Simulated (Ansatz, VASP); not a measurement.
**H in VASP and in Ansatz**

File INCAR:

```
SYSTEM = H
  PREC = Accurate
  ENCUT = 520
  EDIFF = 1E-6
  ISMEAR = 0
  SIGMA = 0.05
  LREAL = .FALSE.
  LASPH = .TRUE.
  NELM = 80
  ALGO = Normal
  ISIF = 2
  LWAVE = .FALSE.
  LCHARG = .FALSE.
  GGA = PE
  IVDW = 12
  NBANDS = 6
```

Contents of KPOINTS:

```
regular mesh
0
G
  12 12 30
  0 0 0
```

POSCAR

```
H
1.0
    2.7243154224      0.0000000000      0.0000000000
    0.0000000000      2.7243154224      0.0000000000
    0.0000000000      0.0000000000      0.9274767117
H
1
Direct
    0.0000000000      0.0000000000      0.5000000000
```

Input for Ansatz:

```yaml
crystal:
  lattice:
    - [2.7243154224, 0.0, 0.0]
    - [0.0, 2.7243154224, 0.0]
    - [0.0, 0.0, 0.9274767117]
  atoms:
    - { symbol: H, position: [0.0, 0.0, 0.5] }
basis:
  ecutwfc: 420
kpoints:
  mp_grid: { grid: [12, 12, 30] }
hamiltonian:
  xc: pbe
  dispersion: d3bj
scf:
  occupations: { method: gaussian, width: 0.05 }
output:
  forces: true
  stress: true
  eigenvalues: true
```

Alike in both runs: task single point; functional PBE; dispersion D3(BJ); k mesh 12 × 12 × 30; occupations gaussian, width 0.05 eV; no spin polarisation.

```csv
,VASP,Ansatz
version,VASP 6.6.1,Ansatz 0.2.0
potentials or method,"VASP PAW PBE potentials, release 64 (H), cutoff 520 eV","scalar-relativistic, plane waves, PAW"
valence electrons in the cell,1,1
```

```tsv
	VASP	Ansatz	Ansatz less VASP
pressure (GPa)	9.7	10.0	+0.30
traceless stress, the component that is largest in VASP (GPa)	19.60	19.58	-0.022
```
